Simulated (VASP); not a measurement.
# SiC (Moissanite) (P6_3mc) in VASP: further runs

SiC (Moissanite) is run at these levels: PBE; tasks: single point.

Everything below comes from runs of VASP 6.6.1. Logs are shortened: lines on timing, memory, paths and dates and some standing lists are left out, and cuts for length are marked.

### Step 1. The cell of the first run

The structure is hexagonal, space group P6_3mc (No. 186). The conventional cell has a = 2.970 Å, b = 2.970 Å, c = 4.874 Å, α = 90.00°, β = 90.00°, γ = 120.00°. Within 2.4 Å of Si (site symmetry 3m) lie 4 C at 1.80 to 1.88 Å. Within 2.4 Å of C (site symmetry 3m) lie 4 Si at 1.80 to 1.88 Å.

### Step 2. Single point, PBE

Contents of INCAR:

```
SYSTEM = SiC
PREC = Accurate
ENCUT = 520
EDIFF = 1E-7
ISMEAR = 0
SIGMA = 0.01
LREAL = .FALSE.
LASPH = .TRUE.
NELM = 100
ALGO = Normal
ISIF = 2
LWAVE = .FALSE.
LCHARG = .FALSE.
GGA = PE
NBANDS = 16
```

Contents of KPOINTS:

```
Automatic mesh
0
G
  12 12 4
  0 0 0
```

Contents of POSCAR:

```
SiC
1.0
    2.9698453470      0.0000000000      0.0000000000
   -1.4849226735      2.5719575168      0.0000000000
    0.0000000000      0.0000000000      4.8737904135
Si C
2 2
Direct
    0.3333333333      0.6666666667      0.0000000000
    0.6666666667      0.3333333333      0.5000000000
    0.3333333333      0.6666666667      0.3850000000
    0.6666666667      0.3333333333      0.8850000000
```

Potentials or basis: VASP PAW PBE potentials, release 64 (Si, C).

The run is started by

```console
> cat potpaw_PBE.64/Si/POTCAR potpaw_PBE.64/C/POTCAR > POTCAR
> mpirun -np 1 vasp_std > vasp.out
```

OUTCAR:

```text
SYSTEM = SiC
   PREC = Accurate
   ENCUT = 520
   EDIFF = 1E-7
   ISMEAR = 0
   LREAL = .FALSE.
   LASPH = .TRUE.
   NELM = 100
   ISIF = 2
   GGA = PE

 ion  position               nearest neighbor table
   1  0.333  0.667  0.000-   4 1.80   4 1.80   4 1.80   3 1.88   2 2.98   2 2.98   2 2.98   2 2.98
                             2 2.98   2 2.98
   2  0.667  0.333  0.500-   3 1.80   3 1.80   3 1.80   4 1.88   1 2.98   1 2.98   1 2.98   1 2.98
                             1 2.98   1 2.98
   3  0.333  0.667  0.385-   2 1.80   2 1.80   2 1.80   1 1.88
   4  0.667  0.333  0.885-   1 1.80   1 1.80   1 1.80   2 1.88

  LATTYP: Found a hexagonal cell.
 ALAT       =     2.9698453470
 C/A-ratio  =     1.6410923277

  Lattice vectors:

 A1 = (   2.9698453470,   0.0000000000,   0.0000000000)
 A2 = (  -1.4849226735,   2.5719575168,   0.0000000000)
 A3 = (   0.0000000000,   0.0000000000,   4.8737904135)

Analysis of symmetry for initial positions (statically):
=====================================================================
 Subroutine PRICEL returns:
 Original cell was already a primitive cell.

 Routine SETGRP: Setting up the symmetry group for a
 hexagonal supercell.

 Subroutine GETGRP returns: Found 12 space group operations
 (whereof  6 operations were pure point group operations)
 out of a pool of 24 trial point group operations.

The static configuration has the point symmetry C_3v.
 The point group associated with its full space group is C_6v.

Analysis of symmetry for dynamics (positions and initial velocities):
=====================================================================
 Subroutine PRICEL returns:
 Original cell was already a primitive cell.

 Routine SETGRP: Setting up the symmetry group for a
 hexagonal supercell.

 Subroutine GETGRP returns: Found 12 space group operations
 (whereof  6 operations were pure point group operations)
 out of a pool of 24 trial point group operations.

The dynamic configuration has the point symmetry C_3v.
 The point group associated with its full space group is C_6v.

 Subroutine INISYM returns: Found 12 space group operations
 (whereof  6 operations are pure point group operations),
 and found     1 'primitive' translations

----------------------------------------------------------------------------------------

                                     Primitive cell

  volume of cell :      37.2276

  direct lattice vectors                    reciprocal lattice vectors
     2.969845347  0.000000000  0.000000000     0.336717870  0.194404455  0.000000000
    -1.484922674  2.571957517  0.000000000     0.000000000  0.388808911  0.000000000
     0.000000000  0.000000000  4.873790414     0.000000000  0.000000000  0.205179114

  length of vectors
     2.969845347  2.969841884  4.873790414     0.388808457  0.388808911  0.205179114

  position of ions in fractional coordinates (direct lattice)
     0.333333333  0.666666667  0.000000000
     0.666666667  0.333333333  0.500000000
     0.333333333  0.666666667  0.385000000
     0.666666667  0.333333333  0.885000000

  ion indices of the primitive-cell ions
   primitive index   ion index
                 1           1
                 2           2
                 3           3
                 4           4

----------------------------------------------------------------------------------------

 KPOINTS: Automatic mesh

Automatic generation of k-mesh.
 Grid dimensions read from file:
 generate k-points for:   12   12    4

 Generating k-lattice:

  Cartesian coordinates                     Fractional coordinates (reciprocal lattice)
     0.028059823  0.016200371  0.000000000     0.083333333 -0.000000000  0.000000000
     0.000000000  0.032400743  0.000000000     0.000000000  0.083333333  0.000000000
     0.000000000  0.000000000  0.051294779     0.000000000  0.000000000  0.250000000

  Length of vectors
     0.032400705  0.032400743  0.051294779

  Shift w.r.t. Gamma in fractional coordinates (k-lattice)
     0.000000000  0.000000000  0.000000000

 Subroutine IBZKPT returns following result:
 ===========================================

 Found     57 irreducible k-points:

 Following reciprocal coordinates:
            Coordinates               Weight
  0.000000  0.000000  0.000000      1.000000
  0.083333  0.000000  0.000000      6.000000
  0.166667 -0.000000  0.000000      6.000000
  0.250000 -0.000000  0.000000      6.000000
  0.333333  0.000000  0.000000      6.000000
  0.416667 -0.000000  0.000000      6.000000
[... 16 lines left out ...]
  0.250000 -0.000000  0.250000     12.000000
  0.333333  0.000000  0.250000     12.000000
 [... further k-points ...]
   k-points           NKPTS =     57   k-points in BZ     NKDIM =     57   number of bands    NBANDS=     16
   number of dos      NEDOS =    301   number of ions     NIONS =      4
   total plane-waves  NPLWV =  20736
   dimension x,y,z NGX =    24 NGY =   24 NGZ =   36
   dimension x,y,z NGXF=    48 NGYF=   48 NGZF=   72
   ions per type =               2   2
   NGX,Y,Z   is equivalent  to a cutoff of  13.43, 13.43, 12.28 a.u.
   NGXF,Y,Z  is equivalent  to a cutoff of  26.87, 26.87, 24.56 a.u.
 SYSTEM =  SiC
   PREC   = accura    normal or accurate (medium, high low for compatibility)
   ISTART =      0    job   : 0-new  1-cont  2-samecut
   ICHARG =      2    charge: 1-file 2-atom 10-const
   ISPIN  =      1    spin polarized calculation?
   LNONCOLLINEAR =      F non collinear calculations
   LSORBIT =      F    spin-orbit coupling
   LASPH  =      T    aspherical Exc in radial PAW
   ENCUT  =  520.0 eV  38.22 Ry    6.18 a.u.   5.52  5.52  9.06*2*pi/ulx,y,z
   NELM   =    100;   NELMIN=  2; NELMDL= -5     # of ELM steps
   EDIFF  = 0.1E-06   stopping-criterion for ELM
   LREAL  =      F    real-space projection
   EDIFFG = 0.1E-05   stopping-criterion for IOM
   NSW    =      0    number of steps for IOM
   IBRION =     -1    ionic relax: 0-MD 1-quasi-New 2-CG
   NFREE  =      0    steps in history (QN), initial steepest desc. (CG)
   ISIF   =      2    stress and relaxation
   ISYM   =      2    0-nonsym 1-usesym 2-fastsym
   POTIM  = 0.5000    time-step for ionic-motion
   TEBEG  =    0.0;   TEEND  =   0.0 temperature during run
   PSTRESS=    0.0 pullay stress
   NELECT =      16.0000    total number of electrons
   NUPDOWN=      -1.0000    fix difference up-down
   EMIN   =  10.00;   EMAX   =-10.00  energy-range for DOS
   EFERMI =   0.00;   METHOD = LEGACY
   ISMEAR =     0;   SIGMA  =   0.01  broadening in eV -4-tet -1-fermi 0-gaus
   EFERMI_NEDOS =   21; number of points for ismear=-14 and -15
   IALGO  =     38    algorithm
   IMIX   =      4    mixing-type and parameters
     AMIX     =   0.40;   BMIX     =  1.00
     AMIX_MAG =   1.60;   BMIX_MAG =  1.00
  volume/ion in A,a.u.               =       9.31        62.81
  Fermi-wavevector in a.u.,A,eV,Ry     =   1.235454  2.334670 20.767214  1.526347
  Thomas-Fermi vector in A             =   2.370103
   LORBIT       =      0    0 simple, 1 ext, 2 COOP (PROOUT), +10 PAW based schemes
   GGA     = PE    functional components
   LHFCALC =     F    Hartree Fock is set to
   AEXX    =    0.0000 exact exchange contribution
   IVDW    =     0    specifies the selected vdW correction
   LEPSILON=     F    determine dielectric tensor
   LRPA    =     F    only Hartree local field effects (RPA)
 non-spin polarized calculation
 Gauss-broadening in eV      SIGMA  =   0.01
  energy-cutoff  :      520.00
  volume of cell :       37.23
 maximum number of plane-waves:      1038
 NGX is ok and might be reduce to    24
   NGX = 11   NGY = 11   NGZ = 19

 number of electron      16.0000001 magnetization

 Free energy of the ion-electron system (eV)
  ---------------------------------------------------
  ext. energy  EPLUGINS =         0.00000000
  ---------------------------------------------------
  free energy    TOTEN  =       -29.62610403 eV

  energy without entropy =      -29.62610403  energy(sigma->0) =      -29.62610403

 E-fermi :   9.7614     XC(G=0): -11.8141

 val. band max:        9.6447306196   @ k =   0.0000   0.0000   0.0000
 cond. band min:      11.7643235061   @ k =   0.3333   0.3333   0.0000
 fundamental gap:      2.1195928866
 Fermi energy:         9.7613797531

 k-point     1 :       0.0000    0.0000    0.0000
  band No.  band energies     occupation
      1      -6.9401      2.00000
      2      -3.0187      2.00000
      3       0.3055      2.00000
      4       8.0443      2.00000
      5       8.0443      2.00000
      6       9.3756      2.00000
[... 8 lines left out ...]
     15      19.1165      0.00000
     16      21.4689      0.00000

 k-point     2 :       0.0833    0.0000    0.0000
  band No.  band energies     occupation
      1      -6.8091      2.00000
      2      -2.9068      2.00000
      3       0.4308      2.00000
      4       7.3447      2.00000
      5       7.8152      2.00000
      6       8.9359      2.00000
[... 8 lines left out ...]
     15      19.4349      0.00000
     16      20.3740      0.00000

 k-point     3 :       0.1667   -0.0000    0.0000
  band No.  band energies     occupation
      1      -6.4192      2.00000
      2      -2.5798      2.00000
      3       0.8001      2.00000
      4       5.7785      2.00000
      5       7.3013      2.00000
      6       7.8211      2.00000
[... 8 lines left out ...]
     15      19.6494      0.00000
     16      19.9669      0.00000

 k-point     4 :       0.2500   -0.0000    0.0000
  band No.  band energies     occupation
      1      -5.7811      2.00000
      2      -2.0744      2.00000
      3       1.3816      2.00000
      4       4.0105      2.00000
      5       6.3974      2.00000
      6       6.7469      2.00000
[... 8 lines left out ...]
     15      20.2117      0.00000
     16      20.8114      0.00000

 k-point     5 :       0.3333    0.0000    0.0000
  band No.  band energies     occupation
      1      -4.9213      2.00000
      2      -1.5171      2.00000
      3       1.8533      2.00000
      4       2.7204      2.00000
      5       4.9196      2.00000
      6       6.2898      2.00000
[... 8 lines left out ...]
     15      21.1419      0.00000
     16      22.4606      0.00000

 k-point     6 :       0.4167   -0.0000    0.0000
  band No.  band energies     occupation
      1      -3.9209      2.00000
      2      -1.3708      2.00000
      3       1.3095      2.00000
      4       3.2403      2.00000
      5       3.6256      2.00000
      6       5.9960      2.00000
[... 8 lines left out ...]
     15      21.5043      0.00000
     16      22.4300      0.00000
[... 267 lines left out ...]
 k-point    21 :       0.0833    0.0000    0.2500
  band No.  band energies     occupation
      1      -6.4802      2.00000
      2      -4.0415      2.00000
      3       2.0867      2.00000
      4       7.5495      2.00000
      5       7.9240      2.00000
      6       8.0020      2.00000
[... 8 lines left out ...]
     15      18.8002      0.00000
     16      21.3052      0.00000

 k-point    22 :       0.1667   -0.0000    0.2500
  band No.  band energies     occupation
      1      -6.0928      2.00000
      2      -3.6833      2.00000
      3       2.3797      2.00000
      4       6.0599      2.00000
      5       7.1037      2.00000
      6       7.5125      2.00000
[... 8 lines left out ...]
     15      19.7127      0.00000
     16      20.9477      0.00000

 k-point    23 :       0.2500   -0.0000    0.2500
  band No.  band energies     occupation
      1      -5.4597      2.00000
      2      -3.1106      2.00000
      3       2.6803      2.00000
      4       4.5098      2.00000
      5       5.6451      2.00000
      6       6.9761      2.00000
[... 8 lines left out ...]
     15      20.8478      0.00000
     16      21.5117      0.00000

 k-point    24 :       0.3333    0.0000    0.2500
  band No.  band energies     occupation
      1      -4.6090      2.00000
      2      -2.3914      2.00000
      3       2.0074      2.00000
      4       3.9624      2.00000
      5       4.2935      2.00000
      6       6.5297      2.00000
[... 8 lines left out ...]
     15      22.2098      0.00000
     16      22.2179      0.00000

 [... further k-points ...]

------------------------ aborting loop because EDIFF is reached ----------------------------------------

  FORCE on cell =-STRESS in cart. coord.  units (eV):
  Direction    XX          YY          ZZ          XY          YZ          ZX
  --------------------------------------------------------------------------------------
  -------------------------------------------------------------------------------------
  Total        8.4154766      8.4154505      6.0656110      0.0000000      0.0000000     -0.0000000
  in kB      362.1803026    362.1791763    261.0481764      0.0000000      0.0000000     -0.0000000
  external PRESSURE =     328.4692184 kB  Pullay stress =       0.0000000 kB

 VOLUME and BASIS-vectors are now :
 -----------------------------------------------------------------------------
  energy-cutoff  :      520.00
  volume of cell :       37.23
      direct lattice vectors                 reciprocal lattice vectors
     2.969845347  0.000000000  0.000000000     0.336717870  0.194404455  0.000000000
    -1.484922674  2.571957517  0.000000000     0.000000000  0.388808911  0.000000000
     0.000000000  0.000000000  4.873790414     0.000000000  0.000000000  0.205179114

 POSITION                                       TOTAL-FORCE (eV/Angst)
 -----------------------------------------------------------------------------------
     -0.00000      1.71464      0.00000         0.000000     -0.000000      0.931772
      1.48492      0.85732      2.43690        -0.000000      0.000000      0.931772
     -0.00000      1.71464      1.87641         0.000000      0.000000     -0.931772
      1.48492      0.85732      4.31330         0.000000     -0.000000     -0.931772
 -----------------------------------------------------------------------------------
    total drift:                               -0.000000      0.000000      0.000048

  FREE ENERGIE OF THE ION-ELECTRON SYSTEM (eV)
  ---------------------------------------------------
  free  energy   TOTEN  =       -29.6261040311 eV

  energy  without entropy=      -29.6261040311  energy(sigma->0) =      -29.62610403
```

Wall time 23 s (1 thread of Intel Xeon Platinum 8259CL at 2.50GHz (Skylake/Cascade Lake), shared host); peak memory 0.16 GiB.

Results:

* Free energy: -29.6261 eV
* Pressure: 32.8 GPa
* Largest force: 0.932 eV/Å
* Band gap on the k mesh: 2.12 eV, indirect (least direct gap 4.29 eV)

Forces on the atoms (eV/Å):
```
Si   0.000  0.000  0.932
Si   0.000  0.000  0.932
C    0.000  0.000 -0.932
C    0.000  0.000 -0.932
```

Levels at points of the mesh, in eV from the valence-band top:
| k point | band 6 | band 7 | band 8 | band 9 | band 10 | band 11 |
| --- | --- | --- | --- | --- | --- | --- |
| (0.00, 0.00, 0.00) | -0.27 | -0.27 | 0.00 | 5.58 | 7.11 | 7.15 |
| (0.50, 0.00, 0.00) | -3.75 | -3.57 | -1.50 | 2.79 | 4.32 | 7.56 |
| (0.00, 0.00, 0.50) | -0.98 | -0.98 | -0.98 | 6.66 | 6.66 | 7.77 |
| (0.50, 0.00, 0.50) | -2.82 | -2.45 | -2.45 | 3.38 | 3.38 | 5.49 |

A k mesh can miss the band edges. Expect the measured gap to be larger: semilocal functionals such as PBE lack the derivative discontinuity.

(Continued in part 2 of 2.)
